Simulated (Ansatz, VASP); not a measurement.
## One calculation of Hf, two programs

INCAR

```
SYSTEM = Hf
PREC = Accurate
ENCUT = 520
EDIFF = 1E-6
ISMEAR = 0
SIGMA = 0.1
LREAL = .FALSE.
LASPH = .TRUE.
NELM = 80
ALGO = Normal
ISIF = 2
LWAVE = .FALSE.
LCHARG = .FALSE.
GGA = PS
NBANDS = 11
```

KPOINTS

```
regular mesh
0
G
  14 14 14
  0 0 0
```

Contents of POSCAR:

```
Hf
1.0
    0.0000000000      2.2085004000      2.2085004000
    2.2085004000      0.0000000000      2.2085004000
    2.2085004000      2.2085004000      0.0000000000
Hf
1
Direct
    0.0000000000      0.0000000000      0.0000000000
```

Input for Ansatz:

```yaml
crystal:
  lattice:
    - [0.0, 2.2085004, 2.2085004]
    - [2.2085004, 0.0, 2.2085004]
    - [2.2085004, 2.2085004, 0.0]
  atoms:
    - { symbol: Hf, position: [0.0, 0.0, 0.0] }
basis:
  ecutwfc: 420
kpoints:
  mp_grid: { grid: [14, 14, 14] }
hamiltonian:
  xc: pbesol
scf:
  occupations: { method: gaussian, width: 0.1 }
output:
  forces: true
  stress: true
  eigenvalues: true
```

Alike in both runs: task single point; functional PBEsol; k mesh 14 × 14 × 14; occupations gaussian, width 0.1 eV; no spin polarisation.

```csv
,VASP,Ansatz
version,VASP 6.6.1,Ansatz 0.2.0
potentials or method,"VASP PAW PBE potentials, release 64 (Hf_pv), cutoff 520 eV","scalar-relativistic, plane waves, PAW"
valence electrons in the cell,10,26
```

```tsv
	VASP	Ansatz	Ansatz less VASP
gap on the k mesh at the Fermi level (eV)	none	none	-
pressure (GPa)	-0.3	0.1	+0.39
```

VASP's potentials were made for PBE, not for PBEsol. A gap of «none» marks a metal or a gap that the smearing closes. VASP's potentials hold 10 valence electrons a cell and Ansatz's 26, so a difference there can come from the potentials and not from the codes.

Neither program's run includes spin-orbit coupling.
